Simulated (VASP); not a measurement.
C: single point with PBE

Crystal: C.

```
CELL_PARAMETERS angstrom
0.00000 1.78340 1.78340
1.78340 0.00000 1.78340
1.78340 1.78340 0.00000
ATOMIC_POSITIONS crystal
C 0.47196 0.47196 0.48839
C 0.75000 0.75000 0.75000
```

This cell differs from its parent crystal: atom 1 (C) moved by (-0.100, -0.100) A along [1 1 0] and z.

```json
{
 "Program": "VASP 6.6.1",
 "Task": "single point",
 "Functional": "PBE",
 "Potentials or basis": "VASP PAW PBE potentials, release 64 (C)",
 "Cutoff": "520 eV",
 "k mesh": "12 × 12 × 12",
 "Occupations": "gaussian, width 0.05 eV",
 "Spin": "no spin polarisation",
 "Dipole correction": "no",
 "Further INCAR settings": "ALGO = Normal; EDIFF = 1e-07; NBANDS = 11"
}
```

```yaml
Pressure: 8.0 GPa
Largest_force: 3.944 eV/Å
Band_gap_on_the_k_mesh: 1.08 eV, direct
```

Forces on the atoms (eV/Å):
```
C    1.767  1.767  3.051
C   -1.767 -1.767 -3.051
```

Stress tensor (GPa, compression positive):
```
 8.40 -0.82  1.82
-0.82  8.40  1.82
 1.82  1.82  7.20
```

Levels at points of the mesh, in eV from the valence-band top:
```
           k point  band 1  band 2  band 3  band 4  band 5  band 6  band 7  band 8
(0.00, 0.00, 0.00)  -24.03   -3.97   -3.34    0.00    1.08    3.69    4.34   10.72
(0.50, 0.00, 0.00)  -18.12  -16.31   -6.35   -3.91    3.71    6.61    8.36   13.63
(0.00, 0.00, 0.50)  -18.24  -16.05   -6.57   -3.79    3.39    6.63    8.38   13.27
(0.50, 0.50, 0.50)  -18.61  -15.09   -5.95   -5.40    5.00    5.87    6.25   11.79
(0.50, 0.50, 0.00)  -15.67  -15.04   -9.37   -8.27    1.78    2.29   14.00   15.34
(0.00, 0.50, 0.50)  -15.55  -15.23   -9.19   -8.30    1.90    1.97   14.47   15.01
```

Run time: 38 s on 1 thread of Intel Xeon 6975P-C, on a shared host, peak memory 0.15 GiB.

Caveat: the cell differs from its parent crystal (atom 1 (C) moved by (-0.100, -0.100) A along [1 1 0] and z); forces of over 1 eV/Å act on the atoms, so gaps and moduli don't describe the material at rest. A k mesh can miss the band edges.
